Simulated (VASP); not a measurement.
# TmI4 (Cmmm) in VASP: notebook

The runs below take TmI4 through single point, relaxation of cell and atoms, with PBE.

Program: VASP 6.6.1. These are calculated values, not measurements. Logs are shortened: lines on timing, memory, paths and dates and some standing lists are left out, and cuts for length are marked.

## (1) The cell of the first run

Symmetry: Cmmm, No. 65, orthorhombic system. The conventional cell has a = 10.107 Å, b = 10.416 Å, c = 4.241 Å, α = 90.00°, β = 90.00°, γ = 90.00°. Within 3.9 Å of Tm (site symmetry mmm) lie 6 I at 2.93 to 3.02 Å. Within 4.0 Å of I (site symmetry m2m) lie 2 Tm at 3.02 Å. I (site symmetry 2mm) has 1 Tm at 2.93 Å within 3.9 Å.

The cell was generated, and may not be a known phase.

## (2) Single point, PBE

INCAR reads:

```
PREC     = Accurate       # precision mode
ENCUT    = 500            # plane-wave cutoff, eV
EDIFF    = 1E-6           # SCF threshold, eV
ISMEAR   = 0              # smearing method
SIGMA    = 0.1            # smearing width, eV
LREAL    = F              # projectors in reciprocal space
LASPH    = T              # aspherical terms in the spheres
NELM     = 200            # most SCF steps
ALGO     = Normal         # electronic algorithm
ISIF     = 2              # what is computed and relaxed
LWAVE    = F              # write WAVECAR
LCHARG   = T              # write CHGCAR
GGA      = PE             # functional
LELF     = T              # ELF
LVHAR    = T            
NBANDS   = 26             # bands
GGA_COMPAT= F            
LMAXMIX  = 6              # l up to which the mixer works
```

KPOINTS reads:

```
Automatic mesh
0
Gamma
  4 4 4
```

POSCAR reads:

```
TmI4
1.0
    5.0536386909     -5.2080189602      0.0000000000
    5.0536386909      5.2080189602      0.0000000000
    0.0000000000      0.0000000000      4.2411543257
Tm I
1 4
Direct
    0.0000000000      0.0000000000      0.0000000000
    0.7937793255      0.2062206745      0.5000000000
    0.2062206745      0.7937793255      0.5000000000
    0.2898229470      0.2898229470      0.0000000000
    0.7101770530      0.7101770530      0.0000000000
```

Potentials or basis: VASP PAW PBE potentials, release 64 (Tm_3, I), 4f in core.

The run is started by

```sh
> cat potpaw_PBE.64/Tm_3/POTCAR potpaw_PBE.64/I/POTCAR > POTCAR
> mpirun -np 1 vasp_std > vasp.out
```

OUTCAR:

```text
PREC = Accurate
   ENCUT = 500
   EDIFF = 1E-6
   ISMEAR = 0
   LREAL = F
   LASPH = T
   NELM = 200
   ISIF = 2
   GGA = PE

 ion  position               nearest neighbor table
   1  0.000  0.000  0.000-   4 2.93   5 2.93   2 3.02   3 3.02   2 3.02   3 3.02
   2  0.794  0.206  0.500-   1 3.02   1 3.02
   3  0.206  0.794  0.500-   1 3.02   1 3.02
   4  0.290  0.290  0.000-   1 2.93
   5  0.710  0.710  0.000-   1 2.93

  LATTYP: Found a base centered orthorhombic cell.
 ALAT       =    10.1072773818
 B/A-ratio  =     1.0305483393
 C/A-ratio  =     0.4196139243

  Lattice vectors:

 A1 = (   5.0536386909,  -5.2080189602,   0.0000000000)
 A2 = (   5.0536386909,   5.2080189602,   0.0000000000)
 A3 = (   0.0000000000,   0.0000000000,   4.2411543257)

Analysis of symmetry for initial positions (statically):
=====================================================================
 Subroutine PRICEL returns:
 Original cell was already a primitive cell.

 Routine SETGRP: Setting up the symmetry group for a
 base centered orthorhombic supercell.

 Subroutine GETGRP returns: Found  8 space group operations
 (whereof  8 operations were pure point group operations)
 out of a pool of  8 trial point group operations.

The static configuration has the point symmetry D_2h.

Analysis of symmetry for dynamics (positions and initial velocities):
=====================================================================
 Subroutine PRICEL returns:
 Original cell was already a primitive cell.

 Routine SETGRP: Setting up the symmetry group for a
 base centered orthorhombic supercell.

 Subroutine GETGRP returns: Found  8 space group operations
 (whereof  8 operations were pure point group operations)
 out of a pool of  8 trial point group operations.

The dynamic configuration has the point symmetry D_2h.

 Subroutine INISYM returns: Found  8 space group operations
 (whereof  8 operations are pure point group operations),
 and found     1 'primitive' translations

----------------------------------------------------------------------------------------

                                     Primitive cell

  volume of cell :     223.2497

  direct lattice vectors                    reciprocal lattice vectors
     5.053638691 -5.208018960  0.000000000     0.098938612 -0.096005795  0.000000000
     5.053638691  5.208018960  0.000000000     0.098938612  0.096005795  0.000000000
     0.000000000  0.000000000  4.241154326     0.000000000  0.000000000  0.235784865

  length of vectors
     7.256908812  7.256908812  4.241154326     0.137862111  0.137862111  0.235784865

  position of ions in fractional coordinates (direct lattice)
     0.000000000  0.000000000  0.000000000
     0.793779325  0.206220675  0.500000000
     0.206220675  0.793779325  0.500000000
     0.289822947  0.289822947  0.000000000
     0.710177053  0.710177053  0.000000000

  ion indices of the primitive-cell ions
   primitive index   ion index
                 1           1
                 2           2
                 3           3
                 4           4
                 5           5

----------------------------------------------------------------------------------------

 KPOINTS: Automatic mesh

Automatic generation of k-mesh.
 Grid dimensions read from file:
 generate k-points for:    4    4    4

 Generating k-lattice:

  Cartesian coordinates                     Fractional coordinates (reciprocal lattice)
     0.024734653 -0.024001449  0.000000000     0.250000000 -0.000000000  0.000000000
     0.024734653  0.024001449  0.000000000    -0.000000000  0.250000000  0.000000000
     0.000000000  0.000000000  0.058946216     0.000000000  0.000000000  0.250000000

  Length of vectors
     0.034465528  0.034465528  0.058946216

  Shift w.r.t. Gamma in fractional coordinates (k-lattice)
     0.000000000  0.000000000  0.000000000

 Subroutine IBZKPT returns following result:
 ===========================================

 Found     21 irreducible k-points:

 Following reciprocal coordinates:
            Coordinates               Weight
  0.000000  0.000000  0.000000      1.000000
  0.250000  0.000000  0.000000      4.000000
  0.500000  0.000000  0.000000      2.000000
  0.250000  0.250000  0.000000      2.000000
  0.500000  0.250000  0.000000      4.000000
 -0.250000  0.250000  0.000000      2.000000
[... 13 lines left out ...]
 -0.250000  0.250000  0.500000      2.000000
  0.500000  0.500000  0.500000      1.000000
   k-points           NKPTS =     21   k-points in BZ     NKDIM =     21   number of bands    NBANDS=     26
   number of dos      NEDOS =    301   number of ions     NIONS =      5
   total plane-waves  NPLWV =  93312
   dimension x,y,z NGX =    54 NGY =   54 NGZ =   32
   dimension x,y,z NGXF=   108 NGYF=  108 NGZF=   64
   ions per type =               1   4
   NGX,Y,Z   is equivalent  to a cutoff of  12.37, 12.37, 12.54 a.u.
   NGXF,Y,Z  is equivalent  to a cutoff of  24.74, 24.74, 25.09 a.u.
 SYSTEM =  unknown system
   PREC   = accura    normal or accurate (medium, high low for compatibility)
   ISTART =      0    job   : 0-new  1-cont  2-samecut
   ICHARG =      2    charge: 1-file 2-atom 10-const
   ISPIN  =      1    spin polarized calculation?
   LNONCOLLINEAR =      F non collinear calculations
   LSORBIT =      F    spin-orbit coupling
   LASPH  =      T    aspherical Exc in radial PAW
   ENCUT  =  500.0 eV  36.75 Ry    6.06 a.u.  13.23 13.23  7.73*2*pi/ulx,y,z
   NELM   =    200;   NELMIN=  2; NELMDL= -5     # of ELM steps
   EDIFF  = 0.1E-05   stopping-criterion for ELM
   LREAL  =      F    real-space projection
   EDIFFG = 0.1E-04   stopping-criterion for IOM
   NSW    =      0    number of steps for IOM
   IBRION =     -1    ionic relax: 0-MD 1-quasi-New 2-CG
   NFREE  =      0    steps in history (QN), initial steepest desc. (CG)
   ISIF   =      2    stress and relaxation
   ISYM   =      2    0-nonsym 1-usesym 2-fastsym
   POTIM  = 0.5000    time-step for ionic-motion
   TEBEG  =    0.0;   TEEND  =   0.0 temperature during run
   PSTRESS=    0.0 pullay stress
   NELECT =      37.0000    total number of electrons
   NUPDOWN=      -1.0000    fix difference up-down
   EMIN   =  10.00;   EMAX   =-10.00  energy-range for DOS
   EFERMI =   0.00;   METHOD = LEGACY
   ISMEAR =     0;   SIGMA  =   0.10  broadening in eV -4-tet -1-fermi 0-gaus
   EFERMI_NEDOS =   21; number of points for ismear=-14 and -15
   IALGO  =     38    algorithm
   IMIX   =      4    mixing-type and parameters
     AMIX     =   0.40;   BMIX     =  1.00
     AMIX_MAG =   1.60;   BMIX_MAG =  1.00
  volume/ion in A,a.u.               =      44.65       301.31
  Fermi-wavevector in a.u.,A,eV,Ry     =   0.899246  1.699328 11.002259  0.808643
  Thomas-Fermi vector in A             =   2.022056
   LORBIT       =      0    0 simple, 1 ext, 2 COOP (PROOUT), +10 PAW based schemes
   GGA     = PE    functional components
   LHFCALC =     F    Hartree Fock is set to
   AEXX    =    0.0000 exact exchange contribution
   IVDW    =     0    specifies the selected vdW correction
   LEPSILON=     F    determine dielectric tensor
   LRPA    =     F    only Hartree local field effects (RPA)
 non-spin polarized calculation
 Gauss-broadening in eV      SIGMA  =   0.10
  energy-cutoff  :      500.00
  volume of cell :      223.25
 maximum number of plane-waves:      5693
 NGX is ok and might be reduce to    54
   NGX = 27   NGY = 27   NGZ = 15

 number of electron      37.0000000 magnetization

 Free energy of the ion-electron system (eV)
  ---------------------------------------------------
  ext. energy  EPLUGINS =         0.00000000
  ---------------------------------------------------
  free energy    TOTEN  =       -15.34898549 eV

  energy without entropy =      -15.31696627  energy(sigma->0) =      -15.33297588

 E-fermi :   1.0721     XC(G=0):  -7.7362

 val. band max:        1.0583413698   @ k =   0.2500   0.0000   0.0000
 cond. band min:       1.0785504622   @ k =   0.5000   0.5000   0.0000
 fundamental gap:      0.0202090924
 Fermi energy:         1.0720671689

 k-point     1 :       0.0000    0.0000    0.0000
  band No.  band energies     occupation
      1     -23.7864      2.00000
      2     -23.7504      2.00000
      3     -23.7022      2.00000
      4     -10.7397      2.00000
      5     -10.3019      2.00000
      6      -9.9335      2.00000
[... 18 lines left out ...]
     25       6.4974      0.00000
     26       6.9343      0.00000

 k-point     2 :       0.2500    0.0000    0.0000
  band No.  band energies     occupation
      1     -23.7864      2.00000
      2     -23.7504      2.00000
      3     -23.7022      2.00000
      4     -10.6992      2.00000
      5     -10.3241      2.00000
      6      -9.9407      2.00000
[... 18 lines left out ...]
     25       6.7975      0.00000
     26       6.9392      0.00000

 k-point     3 :       0.5000    0.0000    0.0000
  band No.  band energies     occupation
      1     -23.7864      2.00000
      2     -23.7504      2.00000
      3     -23.7022      2.00000
      4     -10.6480      2.00000
      5     -10.3584      2.00000
      6      -9.9578      2.00000
[... 18 lines left out ...]
     25       7.1434      0.00000
     26       7.4448      0.00000

 k-point     4 :       0.2500    0.2500    0.0000
  band No.  band energies     occupation
      1     -23.7864      2.00000
      2     -23.7504      2.00000
      3     -23.7022      2.00000
      4     -10.6666      2.00000
      5     -10.3156      2.00000
      6      -9.9941      2.00000
[... 18 lines left out ...]
     25       7.1039      0.00000
     26       7.3859      0.00000
[... 409 lines left out ...]
      1     -23.8018      2.00000
      2     -23.7737      2.00000
      3     -23.6988      2.00000
      4     -10.2995      2.00000
      5     -10.2333      2.00000
      6      -9.9085      2.00000
[... 18 lines left out ...]
     25       7.0072      0.00000
     26       7.2047      0.00000

 k-point    20 :      -0.2500    0.2500    0.5000
  band No.  band energies     occupation
      1     -23.8018      2.00000
      2     -23.7737      2.00000
      3     -23.6988      2.00000
      4     -10.2970      2.00000
      5     -10.2367      2.00000
      6      -9.9402      2.00000
[... 18 lines left out ...]
     25       6.7468      0.00000
     26       7.5289      0.00000

 k-point    21 :       0.5000    0.5000    0.5000
  band No.  band energies     occupation
      1     -23.8018      2.00000
      2     -23.7737      2.00000
      3     -23.6988      2.00000
      4     -10.3034      2.00000
      5     -10.2284      2.00000
      6      -9.9286      2.00000
[... 18 lines left out ...]
     25       6.9244      0.00000
     26       6.9310      0.00000

------------------------ aborting loop because EDIFF is reached ----------------------------------------

  FORCE on cell =-STRESS in cart. coord.  units (eV):
  Direction    XX          YY          ZZ          XY          YZ          ZX
  --------------------------------------------------------------------------------------
  -------------------------------------------------------------------------------------
  Total        0.9875709      0.3379458     -0.6208635     -0.0000000      0.0000000      0.0000000
  in kB        7.0874182      2.4253074     -4.4556995     -0.0000000      0.0000000      0.0000000
  external PRESSURE =       1.6856754 kB  Pullay stress =       0.0000000 kB

 VOLUME and BASIS-vectors are now :
 -----------------------------------------------------------------------------
  energy-cutoff  :      500.00
  volume of cell :      223.25
      direct lattice vectors                 reciprocal lattice vectors
     5.053638691 -5.208018960  0.000000000     0.098938612 -0.096005795  0.000000000
     5.053638691  5.208018960  0.000000000     0.098938612  0.096005795  0.000000000
     0.000000000  0.000000000  4.241154326     0.000000000  0.000000000  0.235784865

 POSITION                                       TOTAL-FORCE (eV/Angst)
 -----------------------------------------------------------------------------------
      0.00000      0.00000      0.00000         0.000000     -0.000000      0.000000
      5.05364     -3.06002      2.12058         0.000000     -0.047552      0.000000
      5.05364      3.06002      2.12058         0.000000      0.047552     -0.000000
      2.92932      0.00000      0.00000         0.066754      0.000000      0.000000
      7.17796      0.00000      0.00000        -0.066754      0.000000      0.000000
 -----------------------------------------------------------------------------------
    total drift:                               -0.000000     -0.000000     -0.000000

  FREE ENERGIE OF THE ION-ELECTRON SYSTEM (eV)
  ---------------------------------------------------
  free  energy   TOTEN  =       -15.3489854883 eV

  energy  without entropy=      -15.3169662729  energy(sigma->0) =      -15.33297588
```

Wall time 93 s (1 thread of Intel Xeon Platinum 8488C (Sapphire Rapids), shared host); peak memory 0.36 GiB.

What came out:

| Property | Result |
| --- | --- |
| Free energy | -15.3490 eV |
| Pressure | 0.2 GPa |
| Largest force | 0.067 eV/Å |
| Band gap on the k mesh | zero (an odd number of electrons rules out a gap without spin polarisation) |

Forces in eV/Å, atoms in the order of the input:
```
Tm   0.000  0.000  0.000
I    0.000 -0.048  0.000
I    0.000  0.048  0.000
I    0.067  0.000  0.000
I   -0.067  0.000  0.000
```

Caveat: the k points lie up to 0.37 Å⁻¹ apart, too coarse for converged energies and pressures of a metal; spin-orbit coupling is left out, which moves the levels of the heavy elements; this functional lacks dispersion, which binds layers or chains, so the pressure and a relaxed spacing across them are unreliable; the 4f electrons are frozen in the core, so they carry no moment and show no levels; an odd number of electrons without spin polarisation forces a metal; a magnetic or distorted state may lie lower; the run has no spin polarisation, though such a crystal can be magnetic.

## (3) Relaxation of cell and atoms, PBE

This run uses another cell than the first one, of 37.26 Å³/atom.

INCAR reads:

```
SYSTEM = TmI4
PREC     = Accurate       ! precision mode
ENCUT    = 500            ! plane-wave cutoff, eV
EDIFF    = 1E-7           ! SCF threshold, eV
ISMEAR   = 0              ! smearing method
SIGMA    = 0.2            ! smearing width, eV
LREAL    = .False.        ! projectors in reciprocal space
LASPH    = .True.         ! aspherical terms in the spheres
NELM     = 200            ! most SCF steps
ALGO     = Normal         ! electronic algorithm
ISIF     = 3              ! what is computed and relaxed
LWAVE    = .False.        ! write WAVECAR
LCHARG   = .False.        ! write CHGCAR
GGA      = PE             ! functional
IBRION   = 2              ! ionic algorithm
NSW      = 36             ! ionic steps
EDIFFG   = -0.08          ! ionic threshold
GGA_COMPAT= .False.      
NELMIN   = 4            
LMAXMIX  = 6              ! l up to which the mixer works
```

KPOINTS reads:

```
Automatic mesh
0
Gamma
  3 3 4
  0 0 0
```

POSCAR reads:

```
TmI4
1.0
    4.6228798800     -4.8543447300      0.0000000000
    4.6228798800      4.8543447300      0.0000000000
    0.0000000000      0.0000000000      4.1512050300
Tm I
1 4
Direct
    0.0000000000      0.0000000000      0.0000000000
    0.8105999900      0.1894000100      0.5000000000
    0.1894000100      0.8105999900      0.5000000000
    0.2852000000      0.2852000000      0.0000000000
    0.7148000000      0.7148000000      0.0000000000
```

Potentials or basis: VASP PAW PBE potentials, release 64 (Tm_3, I), 4f in core.

The run is started by

```sh
> cat potpaw_PBE.64/Tm_3/POTCAR potpaw_PBE.64/I/POTCAR > POTCAR
> mpirun -np 1 vasp_std > vasp.out
```

Run time: 7.2 min. Hardware: 1 thread of AMD EPYC 9R45 (Zen 5), shared host; peak memory 0.26 GiB.

Results (log left out):

```yaml
Free_energy: -15.4905 eV
Relaxed_volume: 48.15 Å³/atom
Relaxed_cell: a = 7.934 Å, b = 7.934 Å, c = 3.838 Å, α = 90.00°, β = 90.00°, γ = 94.77°
Space_group_after_relaxing_to_0.1_Å: Cmmm (No. 65)
Energy_gained_by_relaxing: 347.7 meV/atom
Ionic_steps: 19
Pressure_after_relaxing: 0.1 GPa
Largest_force_after_relaxing: 0.036 eV/Å
Band_gap_on_the_k_mesh: zero (an odd number of electrons rules out a gap without spin polarisation)
```

Forces on the atoms (eV/Å):
```
Tm   0.000  0.000  0.000
I    0.000  0.002  0.000
I    0.000 -0.002  0.000
I   -0.036  0.000  0.000
I    0.036  0.000  0.000
```

Stress tensor (GPa, compression positive):
```
-0.06  0.00  0.00
 0.00  0.16  0.00
 0.00  0.00  0.14
```

Step by step:
```tsv
step	energy change (eV)	largest force (eV/Å)	pressure (GPa)	volume (Å³)
1	0.0000	2.8475	10.56	186.31
2	-1.1954	0.8707	-2.65	260.50
3	-1.5888	0.2437	0.00	229.29
4	-1.5886	0.2769	0.12	228.37
5	-1.6126	0.1240	0.01	229.20
6	-1.6228	0.0487	-0.09	230.15
7	-1.6408	0.0638	-0.08	229.66
8	-1.6798	0.1282	-0.04	227.77
9	-1.6655	0.3475	0.16	221.98
10	-1.6918	0.1769	-0.04	226.68
11	-1.6988	0.2778	0.00	224.07
12	-1.6999	0.2348	-0.03	225.28
13	-1.7071	0.0968	0.36	224.44
14	-1.7097	0.0683	0.21	224.73
15	-1.7157	0.1352	-0.05	229.02
16	-1.7166	0.1710	-0.19	231.44
17	-1.7200	0.1575	-0.17	232.37
18	-1.7284	0.1164	-0.10	235.16
19	-1.7384	0.0360	0.08	240.74
```

Final structure:
```cif
data_structure
_symmetry_space_group_name_H-M 'P 1'
_symmetry_Int_Tables_number 1
_cell_length_a 7.9336
_cell_length_b 7.9336
_cell_length_c 3.8380
_cell_angle_alpha 90.000
_cell_angle_beta 90.000
_cell_angle_gamma 94.770
_cell_volume 240.74
loop_
_atom_site_label
_atom_site_type_symbol
_atom_site_fract_x
_atom_site_fract_y
_atom_site_fract_z
_atom_site_occupancy
Tm1 Tm 0.00000 0.00000 0.00000 1
I1 I 0.80711 0.19289 0.50000 1
I2 I 0.19289 0.80711 0.50000 1
I3 I 0.28326 0.28326 0.00000 1
I4 I 0.71674 0.71674 0.00000 1
```

Levels at points of the mesh, in eV from the Fermi level:
```csv
k point,band 15,band 16,band 17,band 18,band 19,band 20,band 21,band 22
"(0.00, 0.00, 0.00)",-0.46,-0.29,-0.17,0.22,0.43,1.88,3.78,4.26
"(0.00, 0.00, 0.50)",-1.00,-0.95,-0.92,-0.84,-0.58,3.11,3.34,4.70
```

Caveat: the k points lie up to 0.41 Å⁻¹ apart in the final cell, too coarse for converged energies and pressures of a metal; the volume moved by over 15 % at a fixed basis, so the end points are rough; spin-orbit coupling is left out, which moves the levels of the heavy elements; this functional lacks dispersion, which binds layers or chains, so the pressure and a relaxed spacing across them are unreliable; the 4f electrons are frozen in the core, so they carry no moment and show no levels; an odd number of electrons without spin polarisation forces a metal; a magnetic or distorted state may lie lower; the run has no spin polarisation, though such a crystal can be magnetic; the relaxation stopped at a loose force limit of 0.08 eV/Å, so its end isn't a converged minimum. Spin polarisation is off, so any magnetic state and its effect on volume and gap are missing.

The gap in the log of VASP goes by the Fermi energy; the results here count the filled bands.